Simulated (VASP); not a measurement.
## Te: single point with PBE

Te:

```
Te
1.0
     1.44696   -0.83540    4.73157
     0.00000    1.67080    4.73157
    -1.44696   -0.83540    4.73157
Te
2
Direct
  0.25000 0.25000 0.25000
  0.75000 0.75000 0.75000
```

This isn't the form of Te at room conditions, which is trigonal, of chains.

```
Program             : VASP 6.6.1
Task                : single point
Functional          : PBE
Potentials or basis : VASP PAW PBE potentials, release 64 (Te)
Cutoff              : 520 eV
k mesh              : 13 × 13 × 13
Occupations         : fermi-dirac, width 0.08 eV
Spin                : no spin polarisation
```

| Property | Result |
| --- | --- |
| Pressure | 87.3 GPa |
| Band gap on the k mesh | zero (bands 6 and 7 overlap by 10.65 eV) |

Levels at points of the mesh, in eV from the Fermi level:
```
           k point  band 2  band 3  band 4  band 5  band 6  band 7  band 8  band 9  band 10  band 11
(0.00, 0.00, 0.00)  -13.08  -10.60    3.75    3.75    6.52    6.56    6.56    8.72     9.22     9.36
```

It took 89 s on 1 thread of Intel(R) Xeon(R) 6975P-C (Granite Rapids), with other jobs on the host, peak memory 0.29 GiB.

Caveat: the cell stands under pressure; spin-orbit coupling is left out, which moves the levels of the heavy elements.
